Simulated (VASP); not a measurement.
Set up this calculation in VASP 6.6.1, as the native input.

```yaml
Task: single point
Functional: PBEsol
Potentials_or_basis: VASP PAW PBE potentials, release 64 (Sn_d, Se)
Cutoff: 520 eV
k_mesh: 9 × 9 × 6
Occupations: gaussian, width 0.05 eV
Spin: no spin polarisation
Dipole_correction: no
Further_INCAR_settings: ALGO = Normal; EDIFF = 1e-06; NBANDS = 20
```

The structure of SnSe2 lies in POSCAR:

```
SnSe2
1.0
    3.8109987816      0.0000000000      0.0000000000
   -1.9054993908      3.3004217586      0.0000000000
    0.0000000000      0.0000000000      6.1370000000
Sn Se
1 2
Direct
    0.0000000000      0.0000000000      0.0000000000
    0.3333333333      0.6666666667      0.2500000000
    0.6666666667      0.3333333333      0.7500000000
```

The input as run:

INCAR

```
SYSTEM = SnSe2
PREC = Accurate ; ENCUT = 520
EDIFF = 1E-6 ; ISMEAR = 0
SIGMA = 0.05 ; LREAL = .FALSE.
LASPH = .TRUE. ; NELM = 80
ALGO = Normal ; ISIF = 2
LWAVE = .FALSE. ; LCHARG = .FALSE.
GGA = PS ; NBANDS = 20
```

KPOINTS

```
regular mesh
0
G
  9 9 6
  0 0 0
```

Potentials or basis: VASP PAW PBE potentials, release 64 (Sn_d, Se).

The run is started by

```bash
$ cat potpaw_PBE.64/Sn_d/POTCAR potpaw_PBE.64/Se/POTCAR > POTCAR
$ mpirun -np 1 vasp_std > vasp.out
```

It gave:

- Pressure: 2.4 GPa
- Largest force: 0.557 eV/Å
- Band gap on the k mesh: 0.62 eV, indirect (least direct gap 1.00 eV)

Caveat: the PAW data sets were made with another functional, which shifts forces and pressure a little; spin-orbit coupling is left out, which moves the levels of the heavy elements; this functional lacks dispersion, which binds the layers, so the pressure and a relaxed spacing across them are unreliable.

Run time: 62 s on 1 thread of Intel(R) Xeon(R) Platinum 8259CL CPU @ 2.50GHz (Skylake/Cascade Lake) (shared host), peak memory 0.24 GiB.
